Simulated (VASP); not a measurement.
A run of VASP 6.6.1 is set up as follows.

File INCAR:

```
  ALGO = Normal
  EDIFF = 1E-7
  EDIFFG = -0.005
  ENCUT = 600
  GGA = PS
  GGA_COMPAT = False
  IBRION = 2
  ISIF = 3
  ISMEAR = -5
  IVDW = 12
  LASPH = True
  LCHARG = False
  LREAL = False
  LWAVE = False
  NELM = 120
  NELMIN = 4
  NSW = 80
  PREC = Accurate
  SIGMA = 0.05
```

The input KPOINTS:

```
k-points
0
Gamma
  10 10 10
```

File POSCAR:

```
SiC
1.0
    3.0399233900      0.0000000000      0.0000000000
    1.5199616950      2.6326508813      0.0000000000
    1.5199616950      0.8775502938      2.4820870542
Si C
1 1
Direct
    0.0000000000      0.0000000000      0.0000000000
    0.7500000000      0.7500000000      0.7500000000
```

Potentials or basis: VASP PAW PBE potentials, release 64 (Si, C).

The run is started by

```sh
$ cat potpaw_PBE.64/Si/POTCAR potpaw_PBE.64/C/POTCAR > POTCAR
$ mpirun -np 1 vasp_std > vasp.out
```

(1) Predict the relaxed volume.

(2) Predict the space group after relaxing (to 0.1 Å).

(3) What does it give for the band gap on the k mesh?

(4) Estimate the dispersion energy per atom.

## Answers

(1) 10.17 Å³/atom.

(2) F-43m (No. 216).

(3) 1.22 eV (least direct gap 4.46 eV).

(4) -0.246 eV.

Caveat: the PAW data sets were made with another functional, which shifts forces and pressure a little.
